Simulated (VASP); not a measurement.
# Tc (Fm-3m) in VASP: notebook

Tc is run at these levels: r2SCAN; tasks: single point, relaxation of cell and atoms.

Program: VASP 6.6.1. These are calculated values, not measurements. Logs are shortened: lines on timing, memory, paths and dates and some standing lists are left out, and cuts for length are marked.

### 1 The cell of the first run

Symmetry: Fm-3m, No. 225, cubic system. The conventional cell has a = 3.851 Å, b = 3.851 Å, c = 3.851 Å, α = 90.00°, β = 90.00°, γ = 90.00°. Tc (site symmetry m-3m) has 12 Tc at 2.72 Å within 3.6 Å.

This isn't the form of Tc at room conditions, which is hcp.

### 2 Single point, r2SCAN

File POSCAR:

```
Tc
1.0
    0.0000000000      1.9255202968      1.9255202968
    1.9255202968      0.0000000000      1.9255202968
    1.9255202968      1.9255202968      0.0000000000
Tc
1
Direct
    0.0000000000      0.0000000000      0.0000000000
```

File INCAR.step1:

```
PREC = Accurate
ENCUT = 520
ISMEAR = -1
SIGMA = 0.05
LREAL = False
LASPH = True
NELM = 100
NBANDS = 12
GGA = PE
ALGO = Normal
EDIFF = 1E-4
LWAVE = True
LCHARG = False
```

File INCAR.step2:

```
PREC = Accurate
ENCUT = 520
EDIFF = 1E-6
ISMEAR = -1
SIGMA = 0.05
LREAL = False
LASPH = True
NELM = 100
ALGO = Normal
ISIF = 2
LWAVE = False
LCHARG = False
METAGGA = R2SCAN
LMIXTAU = True
NBANDS = 12
ISTART = 1
```

File KPOINTS:

```
Automatic mesh
0
Gamma
  9 9 9
```

Potentials or basis: VASP PAW PBE potentials, release 64 (Tc_pv).

Launch:

```console
cat potpaw_PBE.64/Tc_pv/POTCAR > POTCAR
cp INCAR.step1 INCAR
mpirun -np 1 vasp_std > vasp.out
cp INCAR.step2 INCAR
mpirun -np 1 vasp_std > vasp.out
```

OUTCAR:

```text
PREC = Accurate
   ENCUT = 520
   EDIFF = 1E-6
   ISMEAR = -1
   LREAL = False
   LASPH = True
   NELM = 100
   ISIF = 2
   METAGGA = R2SCAN
   ISTART = 1

 ion  position               nearest neighbor table
   1  0.000  0.000  0.000-

  LATTYP: Found a face centered cubic cell.
 ALAT       =     3.8510405936

  Lattice vectors:

 A1 = (   0.0000000000,   1.9255202968,   1.9255202968)
 A2 = (   1.9255202968,   0.0000000000,   1.9255202968)
 A3 = (   1.9255202968,   1.9255202968,   0.0000000000)

Analysis of symmetry for initial positions (statically):
=====================================================================
 Subroutine PRICEL returns:
 Original cell was already a primitive cell.

 Routine SETGRP: Setting up the symmetry group for a
 face centered cubic supercell.

 Subroutine GETGRP returns: Found 48 space group operations
 (whereof 48 operations were pure point group operations)
 out of a pool of 48 trial point group operations.

The static configuration has the point symmetry O_h .

Analysis of symmetry for dynamics (positions and initial velocities):
=====================================================================
 Subroutine PRICEL returns:
 Original cell was already a primitive cell.

 Routine SETGRP: Setting up the symmetry group for a
 face centered cubic supercell.

 Subroutine GETGRP returns: Found 48 space group operations
 (whereof 48 operations were pure point group operations)
 out of a pool of 48 trial point group operations.

The dynamic configuration has the point symmetry O_h .

 Subroutine INISYM returns: Found 48 space group operations
 (whereof 48 operations are pure point group operations),
 and found     1 'primitive' translations

----------------------------------------------------------------------------------------

                                     Primitive cell

  volume of cell :      14.2782

  direct lattice vectors                    reciprocal lattice vectors
     0.000000000  1.925520297  1.925520297    -0.259670075  0.259670075  0.259670075
     1.925520297  0.000000000  1.925520297     0.259670075 -0.259670075  0.259670075
     1.925520297  1.925520297  0.000000000     0.259670075  0.259670075 -0.259670075

  length of vectors
     2.723096918  2.723096918  2.723096918     0.449761763  0.449761763  0.449761763

  position of ions in fractional coordinates (direct lattice)
     0.000000000  0.000000000  0.000000000

  ion indices of the primitive-cell ions
   primitive index   ion index
                 1           1

----------------------------------------------------------------------------------------

 KPOINTS: Automatic mesh

Automatic generation of k-mesh.
 Grid dimensions read from file:
 generate k-points for:    9    9    9

 Generating k-lattice:

  Cartesian coordinates                     Fractional coordinates (reciprocal lattice)
    -0.028852231  0.028852231  0.028852231     0.111111111  0.000000000  0.000000000
     0.028852231 -0.028852231  0.028852231     0.000000000  0.111111111  0.000000000
     0.028852231  0.028852231 -0.028852231     0.000000000  0.000000000  0.111111111

  Length of vectors
     0.049973529  0.049973529  0.049973529

  Shift w.r.t. Gamma in fractional coordinates (k-lattice)
     0.000000000  0.000000000  0.000000000

 Subroutine IBZKPT returns following result:
 ===========================================

 Found     35 irreducible k-points:

 Following reciprocal coordinates:
            Coordinates               Weight
  0.000000  0.000000  0.000000      1.000000
  0.111111  0.000000  0.000000      8.000000
  0.222222  0.000000  0.000000      8.000000
  0.333333  0.000000  0.000000      8.000000
  0.444444  0.000000  0.000000      8.000000
  0.111111  0.111111  0.000000      6.000000
[... 16 lines left out ...]
 -0.333333  0.333333  0.000000     12.000000
  0.444444  0.444444  0.000000      6.000000
 [... further k-points ...]
   k-points           NKPTS =     35   k-points in BZ     NKDIM =     35   number of bands    NBANDS=     12
   number of dos      NEDOS =    301   number of ions     NIONS =      1
   total plane-waves  NPLWV =   8000
   dimension x,y,z NGX =    20 NGY =   20 NGZ =   20
   dimension x,y,z NGXF=    40 NGYF=   40 NGZF=   40
   ions per type =               1
   NGX,Y,Z   is equivalent  to a cutoff of  12.21, 12.21, 12.21 a.u.
   NGXF,Y,Z  is equivalent  to a cutoff of  24.42, 24.42, 24.42 a.u.
 SYSTEM =  unknown system
   PREC   = accura    normal or accurate (medium, high low for compatibility)
   ISTART =      1    job   : 0-new  1-cont  2-samecut
   ICHARG =      0    charge: 1-file 2-atom 10-const
   ISPIN  =      1    spin polarized calculation?
   LNONCOLLINEAR =      F non collinear calculations
   LSORBIT =      F    spin-orbit coupling
   LASPH  =      T    aspherical Exc in radial PAW
   ENCUT  =  520.0 eV  38.22 Ry    6.18 a.u.   5.06  5.06  5.06*2*pi/ulx,y,z
   NELM   =    100;   NELMIN=  2; NELMDL=  0     # of ELM steps
   EDIFF  = 0.1E-05   stopping-criterion for ELM
   LREAL  =      F    real-space projection
   EDIFFG = 0.1E-04   stopping-criterion for IOM
   NSW    =      0    number of steps for IOM
   IBRION =     -1    ionic relax: 0-MD 1-quasi-New 2-CG
   NFREE  =      0    steps in history (QN), initial steepest desc. (CG)
   ISIF   =      2    stress and relaxation
   ISYM   =      2    0-nonsym 1-usesym 2-fastsym
   POTIM  = 0.5000    time-step for ionic-motion
   TEBEG  =    0.0;   TEEND  =   0.0 temperature during run
   PSTRESS=    0.0 pullay stress
   NELECT =      13.0000    total number of electrons
   NUPDOWN=      -1.0000    fix difference up-down
   EMIN   =  10.00;   EMAX   =-10.00  energy-range for DOS
   EFERMI =   0.00;   METHOD = LEGACY
   ISMEAR =    -1;   SIGMA  =   0.05  broadening in eV -4-tet -1-fermi 0-gaus
   EFERMI_NEDOS =   21; number of points for ismear=-14 and -15
   IALGO  =     38    algorithm
   IMIX   =      4    mixing-type and parameters
     AMIX     =   0.40;   BMIX     =  1.00
     AMIX_MAG =   1.60;   BMIX_MAG =  1.00
  volume/ion in A,a.u.               =      14.28        96.35
  Fermi-wavevector in a.u.,A,eV,Ry     =   1.586711  2.998449 34.254735  2.517652
  Thomas-Fermi vector in A             =   2.685980
   LORBIT       =      0    0 simple, 1 ext, 2 COOP (PROOUT), +10 PAW based schemes
   METAGGA = R2SCAN    functional components
   LHFCALC =     F    Hartree Fock is set to
   AEXX    =    0.0000 exact exchange contribution
   IVDW    =     0    specifies the selected vdW correction
   LEPSILON=     F    determine dielectric tensor
   LRPA    =     F    only Hartree local field effects (RPA)
 non-spin polarized calculation
  energy-cutoff  :      520.00
  volume of cell :       14.28
 maximum number of plane-waves:       392
   NGX = 11   NGY = 11   NGZ = 11

 number of electron      12.9999996 magnetization

 Free energy of the ion-electron system (eV)
  ---------------------------------------------------
  ext. energy  EPLUGINS =         0.00000000
  ---------------------------------------------------
  free energy    TOTEN  =       -25.89913483 eV

  energy without entropy =      -25.88779620  energy(sigma->0) =      -25.89346552

 E-fermi :  12.8971     XC(G=0): -15.1377

 val. band max:       12.6621761346   @ k =   0.4444   0.2222   0.0000
 cond. band min:      12.9151122284   @ k =  -0.4444   0.4444   0.1111
 fundamental gap:      0.2529360938
 Fermi energy:        12.8971426206

 k-point     1 :       0.0000    0.0000    0.0000
  band No.  band energies     occupation
      1     -26.7773      2.00000
      2     -26.7773      2.00000
      3     -26.7773      2.00000
      4       4.8625      2.00000
      5      10.9005      2.00000
      6      10.9005      2.00000
      7      10.9005      2.00000
      8      13.7647      0.00000
      9      13.7647      0.00000
     10      27.4202      0.00000
     11      33.5133      0.00000
     12      33.5133      0.00000

 k-point     2 :       0.1111    0.0000    0.0000
  band No.  band energies     occupation
      1     -26.9497      2.00000
      2     -26.7988      2.00000
      3     -26.7988      2.00000
      4       5.4036      2.00000
      5      10.5959      2.00000
      6      11.1242      2.00000
      7      11.1242      2.00000
      8      13.6178      0.00000
      9      13.6178      0.00000
     10      28.3726      0.00000
     11      31.4939      0.00000
     12      34.4441      0.00000

 k-point     3 :       0.2222    0.0000    0.0000
  band No.  band energies     occupation
      1     -27.3741      2.00000
      2     -26.8532      2.00000
      3     -26.8532      2.00000
      4       6.6070      2.00000
      5      10.3163      2.00000
      6      11.3832      2.00000
      7      11.3832      2.00000
      8      13.7117      0.00000
      9      13.7117      0.00000
     10      28.5263      0.00000
     11      30.4274      0.00000
     12      36.9385      0.00000
[... 286 lines left out ...]
 k-point    23 :      -0.3333    0.3333    0.0000
  band No.  band energies     occupation
      1     -27.7181      2.00000
      2     -27.7066      2.00000
      3     -27.1016      2.00000
      4       8.1823      2.00000
      5       9.3427      2.00000
      6      10.9154      2.00000
      7      13.2636      0.00131
      8      14.8970      0.00000
      9      21.1610      0.00000
     10      25.0129      0.00000
     11      26.7884      0.00000
     12      32.7366      0.00000

 k-point    24 :       0.4444    0.4444    0.0000
  band No.  band energies     occupation
      1     -28.0422      2.00000
      2     -27.2582      2.00000
      3     -27.2582      2.00000
      4       6.6723      2.00000
      5       7.2037      2.00000
      6      15.7693      0.00000
      7      16.0986      0.00000
      8      16.0986      0.00000
      9      16.2519      0.00000
     10      27.0893      0.00000
     11      27.0893      0.00000
     12      28.4869      0.00000

 [... further k-points ...]
[... 5 lines left out ...]
  --------------------------------------------------------------------------------------
  -------------------------------------------------------------------------------------
  Total        0.0439220      0.0439220      0.0439220      0.0000000      0.0000000      0.0000000
  in kB        4.9285390      4.9285390      4.9285390      0.0000000      0.0000000      0.0000000
  external PRESSURE =       4.9285390 kB  Pullay stress =       0.0000000 kB

 VOLUME and BASIS-vectors are now :
 -----------------------------------------------------------------------------
  energy-cutoff  :      520.00
  volume of cell :       14.28
      direct lattice vectors                 reciprocal lattice vectors
     0.000000000  1.925520297  1.925520297    -0.259670075  0.259670075  0.259670075
     1.925520297  0.000000000  1.925520297     0.259670075 -0.259670075  0.259670075
     1.925520297  1.925520297  0.000000000     0.259670075  0.259670075 -0.259670075

 POSITION                                       TOTAL-FORCE (eV/Angst)
 -----------------------------------------------------------------------------------
      0.00000      0.00000      0.00000         0.000000     -0.000000      0.000000
 -----------------------------------------------------------------------------------
    total drift:                                0.000000      0.000000      0.000000

  FREE ENERGIE OF THE ION-ELECTRON SYSTEM (eV)
  ---------------------------------------------------
  free  energy   TOTEN  =       -25.8991348303 eV

  energy  without entropy=      -25.8877962027  energy(sigma->0) =      -25.89346552
```

Wall time 18 s (1 thread of Intel Xeon Platinum 8259CL at 2.50GHz (Skylake/Cascade Lake), shared host); peak memory 0.13 GiB.

What came out:

```
Free energy            : -25.8991 eV
Pressure               : 0.5 GPa
Band gap on the k mesh : zero (an odd number of electrons rules out a gap without spin polarisation)
```

Caveat: the PAW data sets were made with another functional, which shifts forces and pressure a little.

### 3 Relaxation of cell and atoms, r2SCAN

POSCAR is that of step 2.

File INCAR.step1:

```
PREC = Accurate
ENCUT = 600
ISMEAR = -1
SIGMA = 0.05
LREAL = F
LASPH = T
NELM = 60
GGA = PE
ALGO = Normal
EDIFF = 1E-4
LWAVE = T
LCHARG = F
```

File INCAR.step2:

```
PREC = Accurate
ENCUT = 600
EDIFF = 1E-7
ISMEAR = -1
SIGMA = 0.05
LREAL = F
LASPH = T
NELM = 60
ALGO = Normal
ISIF = 3
LWAVE = F
LCHARG = F
METAGGA = R2SCAN
LMIXTAU = T
IBRION = 2
NSW = 80
EDIFFG = -0.03
ISTART = 1
```

KPOINTS is that of step 2.

Potentials or basis: VASP PAW PBE potentials, release 64 (Tc_pv).

Launch:

```console
cat potpaw_PBE.64/Tc_pv/POTCAR > POTCAR
cp INCAR.step1 INCAR
mpirun -np 1 vasp_std > vasp.out
cp INCAR.step2 INCAR
mpirun -np 1 vasp_std > vasp.out
```

Wall time 55 s (1 thread of Intel Xeon Platinum 8259CL at 2.50GHz (Skylake/Cascade Lake), shared host); peak memory 0.15 GiB.

The run converged. Its results:

```yaml
Free_energy: -25.9000 eV
Relaxed_volume: 14.31 Å³/atom
Relaxed_cell: a = 2.725 Å, b = 2.725 Å, c = 2.725 Å, α = 60.00°, β = 60.00°, γ = 60.00°
Space_group_after_relaxing_to_0.1_Å: Fm-3m (No. 225)
Energy_gained_by_relaxing: 0.1 meV/atom
Ionic_steps: 3
Pressure_after_relaxing: 0.0 GPa
Band_gap_on_the_k_mesh: zero (an odd number of electrons rules out a gap without spin polarisation)
```

Final structure:
```cif
data_structure
_symmetry_space_group_name_H-M 'P 1'
_symmetry_Int_Tables_number 1
_cell_length_a 2.7252
_cell_length_b 2.7252
_cell_length_c 2.7252
_cell_angle_alpha 60.000
_cell_angle_beta 60.000
_cell_angle_gamma 60.000
_cell_volume 14.31
loop_
_atom_site_label
_atom_site_type_symbol
_atom_site_fract_x
_atom_site_fract_y
_atom_site_fract_z
_atom_site_occupancy
Tc1 Tc 0.00000 0.00000 0.00000 1
```

Levels at points of the mesh, in eV from the Fermi level:
```csv
k point,band 4,band 5,band 6,band 7,band 8,band 9,band 10
"(0.00, 0.00, 0.00)",-8.02,-1.99,-1.99,-1.99,0.87,0.87,14.52
```

Caveat: the PAW data sets were made with another functional, which shifts forces and pressure a little.
